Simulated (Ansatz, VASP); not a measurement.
**Pb: VASP beside Ansatz**

File INCAR:

```
SYSTEM = Pb
PREC = Accurate ; ENCUT = 520
EDIFF = 1E-6 ; ISMEAR = -1
SIGMA = 0.08 ; LREAL = .FALSE.
LASPH = .TRUE. ; NELM = 100
ALGO = Normal ; ISIF = 2
LWAVE = .FALSE. ; LCHARG = .FALSE.
GGA = PS ; NBANDS = 21
```

KPOINTS

```
regular mesh
0
G
  14 14 8
  0 0 0
```

File POSCAR:

```
Pb
1.0
    3.4104006768      0.0000000000      0.0000000000
   -1.7052003384      2.9534936231      0.0000000000
    0.0000000000      0.0000000000      5.5900000000
Pb
2
Direct
    0.3333333333      0.6666666667      0.2500000000
    0.6666666667      0.3333333333      0.7500000000
```

Input for Ansatz:

```yaml
crystal:
  lattice:
    - [3.4104006768, 0.0, 0.0]
    - [-1.7052003384, 2.9534936231, 0.0]
    - [0.0, 0.0, 5.59]
  atoms:
    - { symbol: Pb, position: [0.3333333333, 0.6666666667, 0.25] }
    - { symbol: Pb, position: [0.6666666667, 0.3333333333, 0.75] }
kpoints:
  mp_grid: { grid: [14, 14, 8] }
  band_path:
    path:
      - [0.0, 0.0, 0.0]
      - [0.5, 0.0, 0.0]
      - [0.3333333333, 0.3333333333, 0.0]
      - [0.0, 0.0, 0.0]
      - [0.0, 0.0, 0.5]
      - [0.5, 0.0, 0.5]
      - [0.3333333333, 0.3333333333, 0.5]
      - [0.0, 0.0, 0.5]
      - [0.5, 0.0, 0.5]
    npoints: 5
scf:
  occupations: { method: fermi_dirac, width: 0.08 }
hamiltonian:
  xc: pbesol
  pseudopotentials: { kind: all_electron, lapw: { basis_error: 0.0005 } }
output:
  forces: true
  stress: true
  eigenvalues: true
```

Change from the starting cell: equal xx and yy strain of -2 %.

Alike in both runs: task single point; functional PBEsol; k mesh 14 × 14 × 8; occupations fermi-dirac, width 0.08 eV; no spin polarisation.

```csv
,VASP,Ansatz
version,VASP 6.6.1,Ansatz 0.2.0
potentials or method,"VASP PAW PBE potentials, release 64 (Pb_d), cutoff 520 eV","all-electron LAPW, scalar-relativistic"
```

```csv
,VASP,Ansatz,Ansatz less VASP
pressure (GPa),3.1,3.2,+0.09
"traceless stress, the component that is largest in VASP (GPa)",0.74,0.74,+0.005
```

VASP's potentials were made for PBE, not for PBEsol. Ansatz ran all-electron here, and VASP with PAW potentials.

Spin-orbit coupling is off throughout.
